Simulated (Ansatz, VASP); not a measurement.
One calculation of Pt, two programs

```xyz
1
Lattice="0.0000 1.9468 2.0490 1.9468 0.0000 2.0490 1.9468 1.9468 0.0000" Properties=species:S:1:pos:R:3 pbc="T T T"
Pt    0.0000    0.0000    0.0000
```

Change from the starting cell: normal strain along x +0.0000, normal strain along z +0.0525.

Alike in both runs: task single point; functional LDA; k mesh 20 × 20 × 20; occupations gaussian, width 0.15 eV; no spin polarisation.

```csv
,VASP,Ansatz
version,VASP 6.6.1,Ansatz 0.2.0
potentials or method,"VASP PAW LDA potentials, release 64 (Pt), cutoff 520 eV","scalar-relativistic, plane waves, PAW"
valence electrons in the cell,10,18
```

VASP gave:

- gap on the k mesh at the Fermi level (eV): none
- pressure (GPa): -12.7
- traceless stress, the component that is largest in VASP (GPa): -3.51

Problem. Estimate Ansatz's values.

Solution. gap on the k mesh at the Fermi level (eV): none; pressure (GPa): -13.3; traceless stress, the component that is largest in VASP (GPa): -3.51.

LDA's correlation is that of Perdew and Zunger in VASP and of Perdew and Wang (1992) in Ansatz. A gap of «none» marks a metal or a gap that the smearing closes. VASP's potentials hold 10 valence electrons a cell and Ansatz's 18, so a difference there can come from the potentials and not from the codes.

Spin-orbit coupling is off throughout.
